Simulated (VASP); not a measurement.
# P (Cmce) in VASP: single point with PBEsol

Aim: the single point of P with PBEsol.

All numbers are computed with VASP 6.6.1; they aren't measurements. Logs are shortened: lines on timing, memory, paths and dates and some standing lists are left out, and cuts for length are marked.

**1. The cell of the first run**

It takes space group Cmce (No. 64, orthorhombic). Conventional cell: a = 3.317 Å, b = 10.298 Å, c = 4.203 Å, α = 90.00°, β = 90.00°, γ = 90.00°. P (site symmetry m) has 3 P at 2.23 to 2.25 Å within 2.9 Å.

**2. Single point, PBEsol**

Contents of INCAR:

```
PREC = Accurate
ENCUT = 520
EDIFF = 1E-6
ISMEAR = 0
SIGMA = 0.05
LREAL = False
LASPH = True
NELM = 80
ALGO = Normal
ISIF = 2
LWAVE = False
LCHARG = False
GGA = PS
NBANDS = 18
```

Contents of KPOINTS:

```
Automatic mesh
0
Gamma
  14 14 10
```

Contents of POSCAR:

```
P
1.0
    1.6582518219     -5.1489436286      0.0000000000
    1.6582518219      5.1489436286      0.0000000000
    0.0000000000      0.0000000000      4.2033314767
P
4
Direct
    0.3948218827      0.6051781173      0.5732400000
    0.6051781173      0.3948218827      0.4267600000
    0.8948218827      0.1051781173      0.9267600000
    0.1051781173      0.8948218827      0.0732400000
```

Potentials or basis: VASP PAW PBE potentials, release 64 (P).

On the command line:

```
$ cat potpaw_PBE.64/P/POTCAR > POTCAR
$ mpirun -np 1 vasp_std > vasp.out
```

OUTCAR:

```text
PREC = Accurate
   ENCUT = 520
   EDIFF = 1E-6
   ISMEAR = 0
   LREAL = False
   LASPH = True
   NELM = 80
   ISIF = 2
   GGA = PS

 ion  position               nearest neighbor table
   1  0.395  0.605  0.573-   3 2.23   3 2.23   2 2.25
   2  0.605  0.395  0.427-   4 2.23   4 2.23   1 2.25
   3  0.895  0.105  0.927-   1 2.23   1 2.23   4 2.25
   4  0.105  0.895  0.073-   2 2.23   2 2.23   3 2.25

  LATTYP: Found a base centered orthorhombic cell.
 ALAT       =     3.3165036438
 B/A-ratio  =     3.1050432513
 C/A-ratio  =     1.2673984196

  Lattice vectors:

 A1 = (   1.6582518219,  -5.1489436286,   0.0000000000)
 A2 = (   1.6582518219,   5.1489436286,   0.0000000000)
 A3 = (   0.0000000000,   0.0000000000,   4.2033314767)

Analysis of symmetry for initial positions (statically):
=====================================================================
 Subroutine PRICEL returns:
 Original cell was already a primitive cell.

 Routine SETGRP: Setting up the symmetry group for a
 base centered orthorhombic supercell.

 Subroutine GETGRP returns: Found  8 space group operations
 (whereof  4 operations were pure point group operations)
 out of a pool of  8 trial point group operations.

The static configuration has the point symmetry C_2h.
 The point group associated with its full space group is D_2h.

Analysis of symmetry for dynamics (positions and initial velocities):
=====================================================================
 Subroutine PRICEL returns:
 Original cell was already a primitive cell.

 Routine SETGRP: Setting up the symmetry group for a
 base centered orthorhombic supercell.

 Subroutine GETGRP returns: Found  8 space group operations
 (whereof  4 operations were pure point group operations)
 out of a pool of  8 trial point group operations.

The dynamic configuration has the point symmetry C_2h.
 The point group associated with its full space group is D_2h.

 Subroutine INISYM returns: Found  8 space group operations
 (whereof  4 operations are pure point group operations),
 and found     1 'primitive' translations

----------------------------------------------------------------------------------------

                                     Primitive cell

  volume of cell :      71.7781

  direct lattice vectors                    reciprocal lattice vectors
     1.658251822 -5.148943629  0.000000000     0.301522358 -0.097107297  0.000000000
     1.658251822  5.148943629  0.000000000     0.301522358  0.097107297  0.000000000
     0.000000000  0.000000000  4.203331477     0.000000000  0.000000000  0.237906529

  length of vectors
     5.409382552  5.409382552  4.203331477     0.316773673  0.316773673  0.237906529

  position of ions in fractional coordinates (direct lattice)
     0.394821883  0.605178117  0.573240000
     0.605178117  0.394821883  0.426760000
     0.894821883  0.105178117  0.926760000
     0.105178117  0.894821883  0.073240000

  ion indices of the primitive-cell ions
   primitive index   ion index
                 1           1
                 2           2
                 3           3
                 4           4

----------------------------------------------------------------------------------------

 KPOINTS: Automatic mesh

Automatic generation of k-mesh.
 Grid dimensions read from file:
 generate k-points for:   14   14   10

 Generating k-lattice:

  Cartesian coordinates                     Fractional coordinates (reciprocal lattice)
     0.021537311 -0.006936236  0.000000000     0.071428571 -0.000000000  0.000000000
     0.021537311  0.006936236  0.000000000    -0.000000000  0.071428571  0.000000000
     0.000000000  0.000000000  0.023790653     0.000000000  0.000000000  0.100000000

  Length of vectors
     0.022626691  0.022626691  0.023790653

  Shift w.r.t. Gamma in fractional coordinates (k-lattice)
     0.000000000  0.000000000  0.000000000

 Subroutine IBZKPT returns following result:
 ===========================================

 Found    342 irreducible k-points:

 Following reciprocal coordinates:
            Coordinates               Weight
  0.000000  0.000000  0.000000      1.000000
  0.071429  0.000000  0.000000      4.000000
  0.142857  0.000000  0.000000      4.000000
  0.214286  0.000000  0.000000      4.000000
  0.285714  0.000000  0.000000      4.000000
  0.357143  0.000000  0.000000      4.000000
[... 16 lines left out ...]
  0.214286  0.142857  0.000000      4.000000
  0.285714  0.142857  0.000000      4.000000
 [... further k-points ...]
   k-points           NKPTS =    342   k-points in BZ     NKDIM =    342   number of bands    NBANDS=     18
   number of dos      NEDOS =    301   number of ions     NIONS =      4
   total plane-waves  NPLWV =  51200
   dimension x,y,z NGX =    40 NGY =   40 NGZ =   32
   dimension x,y,z NGXF=    80 NGYF=   80 NGZF=   64
   ions per type =               4
   NGX,Y,Z   is equivalent  to a cutoff of  12.29, 12.29, 12.66 a.u.
   NGXF,Y,Z  is equivalent  to a cutoff of  24.59, 24.59, 25.31 a.u.
 SYSTEM =  unknown system
   PREC   = accura    normal or accurate (medium, high low for compatibility)
   ISTART =      0    job   : 0-new  1-cont  2-samecut
   ICHARG =      2    charge: 1-file 2-atom 10-const
   ISPIN  =      1    spin polarized calculation?
   LNONCOLLINEAR =      F non collinear calculations
   LSORBIT =      F    spin-orbit coupling
   LASPH  =      T    aspherical Exc in radial PAW
   ENCUT  =  520.0 eV  38.22 Ry    6.18 a.u.  10.06 10.06  7.82*2*pi/ulx,y,z
   NELM   =     80;   NELMIN=  2; NELMDL= -5     # of ELM steps
   EDIFF  = 0.1E-05   stopping-criterion for ELM
   LREAL  =      F    real-space projection
   EDIFFG = 0.1E-04   stopping-criterion for IOM
   NSW    =      0    number of steps for IOM
   IBRION =     -1    ionic relax: 0-MD 1-quasi-New 2-CG
   NFREE  =      0    steps in history (QN), initial steepest desc. (CG)
   ISIF   =      2    stress and relaxation
   ISYM   =      2    0-nonsym 1-usesym 2-fastsym
   POTIM  = 0.5000    time-step for ionic-motion
   TEBEG  =    0.0;   TEEND  =   0.0 temperature during run
   PSTRESS=    0.0 pullay stress
   NELECT =      20.0000    total number of electrons
   NUPDOWN=      -1.0000    fix difference up-down
   EMIN   =  10.00;   EMAX   =-10.00  energy-range for DOS
   EFERMI =   0.00;   METHOD = LEGACY
   ISMEAR =     0;   SIGMA  =   0.05  broadening in eV -4-tet -1-fermi 0-gaus
   EFERMI_NEDOS =   21; number of points for ismear=-14 and -15
   IALGO  =     38    algorithm
   IMIX   =      4    mixing-type and parameters
     AMIX     =   0.40;   BMIX     =  1.00
     AMIX_MAG =   1.60;   BMIX_MAG =  1.00
  volume/ion in A,a.u.               =      17.94       121.10
  Fermi-wavevector in a.u.,A,eV,Ry     =   1.069270  2.020627 15.556064  1.143338
  Thomas-Fermi vector in A             =   2.204944
   LORBIT       =      0    0 simple, 1 ext, 2 COOP (PROOUT), +10 PAW based schemes
   GGA     = PS    functional components
   LHFCALC =     F    Hartree Fock is set to
   AEXX    =    0.0000 exact exchange contribution
   IVDW    =     0    specifies the selected vdW correction
   LEPSILON=     F    determine dielectric tensor
   LRPA    =     F    only Hartree local field effects (RPA)
 non-spin polarized calculation
 Gauss-broadening in eV      SIGMA  =   0.05
  energy-cutoff  :      520.00
  volume of cell :       71.78
 maximum number of plane-waves:      1956
   NGX = 21   NGY = 21   NGZ = 15

 number of electron      20.0000001 magnetization

 Free energy of the ion-electron system (eV)
  ---------------------------------------------------
  ext. energy  EPLUGINS =         0.00000000
  ---------------------------------------------------
  free energy    TOTEN  =       -23.04991340 eV

  energy without entropy =      -23.04972253  energy(sigma->0) =      -23.04981796

 E-fermi :   7.1244     XC(G=0): -10.3093

 val. band max:        7.1103886688   @ k =   0.4286   0.4286   0.0000
 cond. band min:       7.1408317246   @ k =   0.4286   0.2143   0.0000
 fundamental gap:      0.0304430558
 Fermi energy:         7.1243716990

 k-point     1 :       0.0000    0.0000    0.0000
  band No.  band energies     occupation
      1      -8.8092      2.00000
      2      -5.5285      2.00000
      3      -2.0234      2.00000
      4      -0.1058      2.00000
      5       2.0299      2.00000
      6       2.8394      2.00000
[... 10 lines left out ...]
     17      14.3181      0.00000
     18      14.4434      0.00000

 k-point     2 :       0.0714    0.0000    0.0000
  band No.  band energies     occupation
      1      -8.7446      2.00000
      2      -5.4765      2.00000
      3      -2.0721      2.00000
      4      -0.0385      2.00000
      5       2.0898      2.00000
      6       2.5738      2.00000
[... 10 lines left out ...]
     17      13.7670      0.00000
     18      14.1711      0.00000

 k-point     3 :       0.1429    0.0000    0.0000
  band No.  band energies     occupation
      1      -8.5512      2.00000
      2      -5.3199      2.00000
      3      -2.2551      2.00000
      4       0.1611      2.00000
      5       1.8092      2.00000
      6       2.2057      2.00000
[... 10 lines left out ...]
     17      12.5247      0.00000
     18      14.0614      0.00000

 k-point     4 :       0.2143    0.0000    0.0000
  band No.  band energies     occupation
      1      -8.2311      2.00000
      2      -5.0577      2.00000
      3      -2.6551      2.00000
      4       0.4852      2.00000
      5       0.8184      2.00000
      6       1.7299      2.00000
[... 375 lines left out ...]
      4      -0.3077      2.00000
      5       0.7318      2.00000
      6       1.5528      2.00000
[... 10 lines left out ...]
     17      13.4853      0.00000
     18      14.1573      0.00000

 k-point    23 :       0.2143    0.1429    0.0000
  band No.  band energies     occupation
      1      -7.2970      2.00000
      2      -4.0468      2.00000
      3      -3.9921      2.00000
      4      -1.3776      2.00000
      5       1.1626      2.00000
      6       1.6817      2.00000
[... 10 lines left out ...]
     17      13.5139      0.00000
     18      15.2558      0.00000

 k-point    24 :       0.2857    0.1429    0.0000
  band No.  band energies     occupation
      1      -6.6445      2.00000
      2      -4.8731      2.00000
      3      -3.3539      2.00000
      4      -2.3525      2.00000
      5       1.6102      2.00000
      6       1.9715      2.00000
[... 10 lines left out ...]
     17      13.4541      0.00000
     18      14.8165      0.00000

 [... further k-points ...]

------------------------ aborting loop because EDIFF is reached ----------------------------------------

  FORCE on cell =-STRESS in cart. coord.  units (eV):
  Direction    XX          YY          ZZ          XY          YZ          ZX
  --------------------------------------------------------------------------------------
  -------------------------------------------------------------------------------------
  Total       -0.0214491     -0.0818003     -0.0204229      0.0000000     -0.0000000      0.0000000
  in kB       -0.4787701     -1.8258843     -0.4558643      0.0000000     -0.0000000      0.0000000
  external PRESSURE =      -0.9201729 kB  Pullay stress =       0.0000000 kB

 VOLUME and BASIS-vectors are now :
 -----------------------------------------------------------------------------
  energy-cutoff  :      520.00
  volume of cell :       71.78
      direct lattice vectors                 reciprocal lattice vectors
     1.658251822 -5.148943629  0.000000000     0.301522358 -0.097107297  0.000000000
     1.658251822  5.148943629  0.000000000     0.301522358  0.097107297  0.000000000
     0.000000000  0.000000000  4.203331477     0.000000000  0.000000000  0.237906529

 POSITION                                       TOTAL-FORCE (eV/Angst)
 -----------------------------------------------------------------------------------
      1.65825      1.08311      2.40952         0.000000     -0.026893      0.012834
      1.65825     -1.08311      1.79381         0.000000      0.026893     -0.012834
      1.65825     -4.06583      3.89548         0.000000     -0.026893     -0.012834
      1.65825      4.06583      0.30785         0.000000      0.026893      0.012834
 -----------------------------------------------------------------------------------
    total drift:                               -0.000000      0.000000     -0.000000

  FREE ENERGIE OF THE ION-ELECTRON SYSTEM (eV)
  ---------------------------------------------------
  free  energy   TOTEN  =       -23.0499133974 eV

  energy  without entropy=      -23.0497225293  energy(sigma->0) =      -23.04981796
```

Run time: 5.6 min. Hardware: 1 thread of Intel Xeon Platinum 8488C (Sapphire Rapids), shared host; peak memory 0.42 GiB.

Results:

```
Free energy            : -23.0499 eV
Pressure               : -0.1 GPa
Largest force          : 0.030 eV/Å
Band gap on the k mesh : zero (bands 10 and 11 overlap by 0.27 eV)
```

Forces on the atoms (eV/Å):
```
P    0.000 -0.027  0.013
P    0.000  0.027 -0.013
P    0.000 -0.027 -0.013
P    0.000  0.027  0.013
```

Levels at points of the mesh, in eV from the Fermi level:
```tsv
k point	band 8	band 9	band 10	band 11	band 12	band 13
(0.00, 0.00, 0.00)	-2.88	-2.56	-1.32	0.95	1.20	1.92
(0.50, 0.00, 0.00)	-3.21	-2.64	-2.64	0.81	0.81	1.03
(0.50, 0.50, 0.00)	-2.11	-1.81	-0.38	0.52	0.62	2.46
(0.00, 0.00, 0.50)	-3.03	-0.90	-0.90	1.50	1.50	2.33
(0.50, 0.00, 0.50)	-5.71	-2.06	-2.06	1.59	1.59	4.62
(0.50, 0.50, 0.50)	-2.45	-1.27	-1.27	1.33	1.33	2.68
```

Caveat: the PAW data sets were made with another functional, which shifts forces and pressure a little.

The gap in the log of VASP goes by the Fermi energy; the results here count the filled bands.